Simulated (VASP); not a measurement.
# Pt (Fm-3m) in VASP: a series of runs, part 2 of 2

VASP 6.6.1. The steps go on from the part before.

## 3. Relaxation of cell and atoms, PBEsol

This run uses another cell than the first one, of 15.08 Å³/atom, 1.003 times its volume.

INCAR

```
PREC     = Accurate       # precision mode
ENCUT    = 600            # plane-wave cutoff, eV
EDIFF    = 1E-7           # SCF threshold, eV
ISMEAR   = -1             # smearing method
SIGMA    = 0.05           # smearing width, eV
LREAL    = F              # projectors in reciprocal space
LASPH    = T              # aspherical terms in the spheres
NELM     = 60             # most SCF steps
ALGO     = Normal         # electronic algorithm
ISIF     = 3              # what is computed and relaxed
LWAVE    = F              # write WAVECAR
LCHARG   = F              # write CHGCAR
GGA      = PS             # functional
IBRION   = 2              # ionic algorithm
NSW      = 100            # ionic steps
EDIFFG   = -0.005         # ionic threshold
```

KPOINTS

```
regular mesh
0
Gamma
  14 14 14
```

POSCAR

```
Pt
1.0
    0.0000000000      1.9609000000      1.9609000000
    1.9609000000      0.0000000000      1.9609000000
    1.9609000000      1.9609000000      0.0000000000
Pt
1
Direct
    0.0000000000      0.0000000000      0.0000000000
```

Potentials or basis: VASP PAW PBE potentials, release 64 (Pt).

Launch:

```
cat potpaw_PBE.64/Pt/POTCAR > POTCAR
mpirun -np 1 vasp_std > vasp.out
```

OUTCAR:

```text
PREC = Accurate
   ENCUT = 600
   EDIFF = 1E-7
   ISMEAR = -1
   LREAL = F
   LASPH = T
   NELM = 60
   ISIF = 3
   GGA = PS
   IBRION = 2
   NSW = 100
   EDIFFG = -0.005

 ion  position               nearest neighbor table
   1  0.000  0.000  0.000-

  LATTYP: Found a face centered cubic cell.
 ALAT       =     3.9218000000

  Lattice vectors:

 A1 = (   0.0000000000,   1.9609000000,   1.9609000000)
 A2 = (   1.9609000000,   0.0000000000,   1.9609000000)
 A3 = (   1.9609000000,   1.9609000000,   0.0000000000)

Analysis of symmetry for initial positions (statically):
=====================================================================
 Subroutine PRICEL returns:
 Original cell was already a primitive cell.

 Routine SETGRP: Setting up the symmetry group for a
 face centered cubic supercell.

 Subroutine GETGRP returns: Found 48 space group operations
 (whereof 48 operations were pure point group operations)
 out of a pool of 48 trial point group operations.

The static configuration has the point symmetry O_h .

Analysis of symmetry for dynamics (positions and initial velocities):
=====================================================================
 Subroutine PRICEL returns:
 Original cell was already a primitive cell.

 Routine SETGRP: Setting up the symmetry group for a
 face centered cubic supercell.

 Subroutine GETGRP returns: Found 48 space group operations
 (whereof 48 operations were pure point group operations)
 out of a pool of 48 trial point group operations.

The dynamic configuration has the point symmetry O_h .

 Subroutine INISYM returns: Found 48 space group operations
 (whereof 48 operations are pure point group operations),
 and found     1 'primitive' translations

----------------------------------------------------------------------------------------

                                     Primitive cell

  volume of cell :      15.0798

  direct lattice vectors                    reciprocal lattice vectors
     0.000000000  1.960900000  1.960900000    -0.254984956  0.254984956  0.254984956
     1.960900000  0.000000000  1.960900000     0.254984956 -0.254984956  0.254984956
     1.960900000  1.960900000  0.000000000     0.254984956  0.254984956 -0.254984956

  length of vectors
     2.773131374  2.773131374  2.773131374     0.441646899  0.441646899  0.441646899

  position of ions in fractional coordinates (direct lattice)
     0.000000000  0.000000000  0.000000000

  ion indices of the primitive-cell ions
   primitive index   ion index
                 1           1

----------------------------------------------------------------------------------------

 KPOINTS: regular mesh

Automatic generation of k-mesh.
 Grid dimensions read from file:
 generate k-points for:   14   14   14

 Generating k-lattice:

  Cartesian coordinates                     Fractional coordinates (reciprocal lattice)
    -0.018213211  0.018213211  0.018213211     0.071428571  0.000000000  0.000000000
     0.018213211 -0.018213211  0.018213211     0.000000000  0.071428571  0.000000000
     0.018213211  0.018213211 -0.018213211     0.000000000  0.000000000  0.071428571

  Length of vectors
[... 38 lines left out ...]
   number of dos      NEDOS =    301   number of ions     NIONS =      1
   total plane-waves  NPLWV =  13824
   dimension x,y,z NGX =    24 NGY =   24 NGZ =   24
   dimension x,y,z NGXF=    48 NGYF=   48 NGZF=   48
   ions per type =               1
   NGX,Y,Z   is equivalent  to a cutoff of  14.39, 14.39, 14.39 a.u.
   NGXF,Y,Z  is equivalent  to a cutoff of  28.78, 28.78, 28.78 a.u.
 SYSTEM =  unknown system
   PREC   = accura    normal or accurate (medium, high low for compatibility)
   ISTART =      0    job   : 0-new  1-cont  2-samecut
   ICHARG =      2    charge: 1-file 2-atom 10-const
   ISPIN  =      1    spin polarized calculation?
   LNONCOLLINEAR =      F non collinear calculations
   LSORBIT =      F    spin-orbit coupling
   LASPH  =      T    aspherical Exc in radial PAW
   ENCUT  =  600.0 eV  44.10 Ry    6.64 a.u.   5.54  5.54  5.54*2*pi/ulx,y,z
   NELM   =     60;   NELMIN=  2; NELMDL= -5     # of ELM steps
   EDIFF  = 0.1E-06   stopping-criterion for ELM
   LREAL  =      F    real-space projection
   EDIFFG = -.5E-02   stopping-criterion for IOM
   NSW    =    100    number of steps for IOM
   IBRION =      2    ionic relax: 0-MD 1-quasi-New 2-CG
   NFREE  =      1    steps in history (QN), initial steepest desc. (CG)
   ISIF   =      3    stress and relaxation
   ISYM   =      2    0-nonsym 1-usesym 2-fastsym
   POTIM  = 0.5000    time-step for ionic-motion
   TEBEG  =    0.0;   TEEND  =   0.0 temperature during run
   PSTRESS=    0.0 pullay stress
   NELECT =      10.0000    total number of electrons
   NUPDOWN=      -1.0000    fix difference up-down
   EMIN   =  10.00;   EMAX   =-10.00  energy-range for DOS
   EFERMI =   0.00;   METHOD = LEGACY
   ISMEAR =    -1;   SIGMA  =   0.05  broadening in eV -4-tet -1-fermi 0-gaus
   EFERMI_NEDOS =   21; number of points for ismear=-14 and -15
   IALGO  =     38    algorithm
   IMIX   =      4    mixing-type and parameters
     AMIX     =   0.40;   BMIX     =  1.00
     AMIX_MAG =   1.60;   BMIX_MAG =  1.00
  volume/ion in A,a.u.               =      15.08       101.76
  Fermi-wavevector in a.u.,A,eV,Ry     =   1.427609  2.697791 27.729605  2.038068
  Thomas-Fermi vector in A             =   2.547760
   LORBIT       =      0    0 simple, 1 ext, 2 COOP (PROOUT), +10 PAW based schemes
   GGA     = PS    functional components
   LHFCALC =     F    Hartree Fock is set to
   AEXX    =    0.0000 exact exchange contribution
   IVDW    =     0    specifies the selected vdW correction
   LEPSILON=     F    determine dielectric tensor
   LRPA    =     F    only Hartree local field effects (RPA)
 conjugate gradient relaxation of ions
 non-spin polarized calculation
  energy-cutoff  :      600.00
  volume of cell :       15.08
 maximum number of plane-waves:       531
 NGX is ok and might be reduce to    24
   NGX = 11   NGY = 11   NGZ = 11

--------------------------------------- Ionic step        1  -------------------------------------------

 number of electron      10.0000000 magnetization

 Free energy of the ion-electron system (eV)
  ---------------------------------------------------
  ext. energy  EPLUGINS =         0.00000000
  ---------------------------------------------------
  free energy    TOTEN  =        -6.97778825 eV

  energy without entropy =       -6.96403759  energy(sigma->0) =       -6.97091292

------------------------ aborting loop because EDIFF is reached ----------------------------------------

  FORCE on cell =-STRESS in cart. coord.  units (eV):
  Direction    XX          YY          ZZ          XY          YZ          ZX
  --------------------------------------------------------------------------------------
  -------------------------------------------------------------------------------------
  Total       -0.1134855     -0.1134855     -0.1134855      0.0000000      0.0000000     -0.0000000
  in kB      -12.0574257    -12.0574257    -12.0574257      0.0000000      0.0000000     -0.0000000
  external PRESSURE =     -12.0574257 kB  Pullay stress =       0.0000000 kB
[... 57 lines left out ...]
--------------------------------------- Ionic step        3  -------------------------------------------

 number of electron      10.0000000 magnetization

 Free energy of the ion-electron system (eV)
  ---------------------------------------------------
  ext. energy  EPLUGINS =         0.00000000
  ---------------------------------------------------
  free energy    TOTEN  =        -6.97803069 eV

  energy without entropy =       -6.96439544  energy(sigma->0) =       -6.97121307

 E-fermi :  11.1695     XC(G=0): -13.6532

 val. band max:       11.1540383499   @ k =   0.5000   0.3571   0.0714
 cond. band min:      11.1849523030   @ k =   0.4286   0.1429   0.0000
 fundamental gap:      0.0309139531
 Fermi energy:        11.1694782371

 k-point     1 :       0.0000    0.0000    0.0000
  band No.  band energies     occupation
      1       0.8346      2.00000
      2       7.3467      2.00000
      3       7.3467      2.00000
      4       7.3467      2.00000
      5       9.5433      2.00000
      6       9.5433      2.00000
      7      25.7898      0.00000
      8      30.7744      0.00000
      9      30.7744      0.00000
[... 265 lines left out ...]
 k-point    24 :       0.2857    0.1429    0.0000
  band No.  band energies     occupation
      1       3.3838      2.00000
      2       6.2641      2.00000
      3       7.6993      2.00000
      4       8.2835      2.00000
      5       9.4188      2.00000
      6      10.3175      2.00000
      7      25.3995      0.00000
      8      28.5077      0.00000
      9      30.0881      0.00000

 [... further k-points ...]
[... 5 lines left out ...]
  --------------------------------------------------------------------------------------
  -------------------------------------------------------------------------------------
  Total        0.0001972      0.0001972      0.0001972      0.0000000      0.0000000     -0.0000000
  in kB        0.0210432      0.0210432      0.0210432      0.0000000      0.0000000     -0.0000000
  external PRESSURE =       0.0210432 kB  Pullay stress =       0.0000000 kB
[... 16 lines left out ...]
  FREE ENERGIE OF THE ION-ELECTRON SYSTEM (eV)
  ---------------------------------------------------
  free  energy   TOTEN  =        -6.9780306881 eV

  energy  without entropy=       -6.9643954423  energy(sigma->0) =       -6.97121307

 reached required accuracy - stopping structural energy minimisation
```

Wall time 18 s (1 thread of AMD EPYC 9R45 (Zen 5), shared host); peak memory 0.13 GiB.

What came out:

```
Free energy                            : -6.9780 eV
Relaxed volume                         : 15.02 Å³/atom
Relaxed cell                           : a = 2.769 Å, b = 2.769 Å, c = 2.769 Å, α = 60.00°, β = 60.00°, γ = 60.00°
Space group after relaxing (to 0.05 Å) : Fm-3m (No. 225)
Energy gained by relaxing              : 0.2 meV/atom
Ionic steps                            : 3
Pressure after relaxing                : 0.0 GPa
Band gap on the k mesh                 : zero (band 5 reaches 11.68 eV, above the bottom of band 6 at 9.43 eV)
```

The path:
```
step  energy change (eV)  largest force (eV/Å)  pressure (GPa)  volume (Å³)
   1              0.0000                0.0000           -1.21        15.08
   2              0.0018                0.0000            3.68        14.83
   3             -0.0002                0.0000            0.00        15.02
```

Final structure:
```yaml
crystal:
  lattice:
    - [0.00000, 1.95815, 1.95815]
    - [1.95815, 0.00000, 1.95815]
    - [1.95815, 1.95815, 0.00000]
  atoms:
    - { symbol: Pt, position: [0.00000, 0.00000, 0.00000] }
```

Caveat: the PAW data sets were made with another functional, which shifts forces and pressure a little; spin-orbit coupling is left out, which moves the levels of the heavy elements.
